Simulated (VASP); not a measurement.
Runs of VASP 6.6.1 on Rh. The structure is that of space group P6_3/mmc (No. 194), or close to it. The cells are those of the table. This isn't the form of Rh at room conditions, which is fcc.

```tsv
cell	gap on the mesh (eV)	pressure (GPa)
a = 2.704, b = 2.704, c = 4.697 Å, angles 90.0, 90.0, 120.0°, 2 atoms	none	-15.5
a = 2.704, b = 2.704, c = 4.175 Å, angles 90.0, 90.0, 120.0°, 2 atoms	none	15.2
a = 2.595, b = 2.595, c = 4.349 Å, angles 90.0, 90.0, 120.0°, 2 atoms	none	30.3
a = 2.920, b = 2.920, c = 4.001 Å, angles 90.0, 90.0, 120.0°, 2 atoms	none	(a)
a = 2.704, b = 2.704, c = 4.001 Å, angles 90.0, 90.0, 120.0°, 2 atoms	none	34.3
a = 2.595, b = 2.595, c = 4.523 Å, angles 90.0, 90.0, 120.0°, 2 atoms	none	(b)
a = 2.920, b = 2.920, c = 4.697 Å, angles 90.0, 90.0, 120.0°, 2 atoms	none	-34.6
```

Alike in all rows: task single point; level r2SCAN; potentials or basis VASP PAW PBE potentials, release 64 (Rh_pv); no spin polarisation; k mesh 24 × 24 × 14; cutoff (eV) 520; smearing gaussian 0.15 eV.

Problem. Estimate the missing entries.

Solution. (a) -8.8; (b) 16.5.

Caveats: the PAW data sets were made with another functional, which shifts forces and pressure a little; the stress differs along the axes, from -25 to -11 GPa (at least some runs); the stress differs along the axes, from 11 to 25 GPa (at least some runs); the stress differs along the axes, from 21 to 35 GPa (at least some runs); the stress differs along the axes, from -18 to 9 GPa (at least some runs); the stress differs along the axes, from 24 to 55 GPa (at least some runs); the stress differs along the axes, from -0 to 25 GPa (at least some runs).

A k mesh can miss the band edges, and the runs leave out spin-orbit coupling on Rh.

A gap of «none» marks levels without a gap at the run's occupations.
